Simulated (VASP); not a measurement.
Write the native input for VASP 6.6.1 that does the following.

| Property | Result |
| --- | --- |
| Task | relaxation of cell and atoms |
| Functional | PBEsol |
| Potentials or basis | VASP PAW PBE potentials, release 64 (Al, Pt) |
| Cutoff | 600 eV |
| k mesh | 14 × 14 × 14 |
| Occupations | gaussian, width 0.1 eV |
| Spin | no spin polarisation |
| Dipole correction | no |
| Further INCAR settings | ALGO = Fast; EDIFF = 1e-06; IBRION = 2; EDIFFG = -0.01; NSW = 80; ISIF = 3 |

The structure of AlPt lies in POSCAR:

```
AlPt
1.0
    2.1585869466     -2.1585910753      0.0000000000
    2.1585869466      2.1585910753      0.0000000000
    0.0000000000      0.0000000000      3.0783815856
Al Pt
1 1
Direct
    0.0000000000      0.0000000000      0.0000000000
    0.5000000000      0.5000000000      0.5000000000
```

One way to write it, as run:

INCAR

```
  PREC = Accurate
  ENCUT = 600
  EDIFF = 1E-6
  ISMEAR = 0
  SIGMA = 0.1
  LREAL = F
  LASPH = T
  NELM = 100
  ALGO = Fast
  ISIF = 3
  LWAVE = F
  LCHARG = F
  GGA = PS
  IBRION = 2
  NSW = 80
  EDIFFG = -0.01
```

KPOINTS

```
regular mesh
0
Gamma
  14 14 14
```

Potentials or basis: VASP PAW PBE potentials, release 64 (Al, Pt).

The run is started by

```sh
$ cat potpaw_PBE.64/Al/POTCAR potpaw_PBE.64/Pt/POTCAR > POTCAR
$ mpirun -np 1 vasp_std > vasp.out
```

It gave:

| Property | Result |
| --- | --- |
| Relaxed volume | 14.33 Å³/atom |
| Relaxed cell | a = 3.051 Å, b = 3.051 Å, c = 3.078 Å, α = 90.00°, β = 90.00°, γ = 90.00° |
| Space group after relaxing (to 0.1 Å) | Pm-3m (No. 221) |
| Energy gained by relaxing | 0.0 meV/atom |
| Ionic steps | 3 |
| Pressure after relaxing | 0.0 GPa |
| Band gap on the k mesh | zero (an odd number of electrons rules out a gap without spin polarisation) |

Caveat: the PAW data sets were made with another functional, which shifts forces and pressure a little; spin-orbit coupling is left out, which moves the levels of the heavy elements.

Wall time 2.1 min on 1 thread of Intel Xeon 8259CL, with other jobs on the host, peak memory 0.26 GiB.
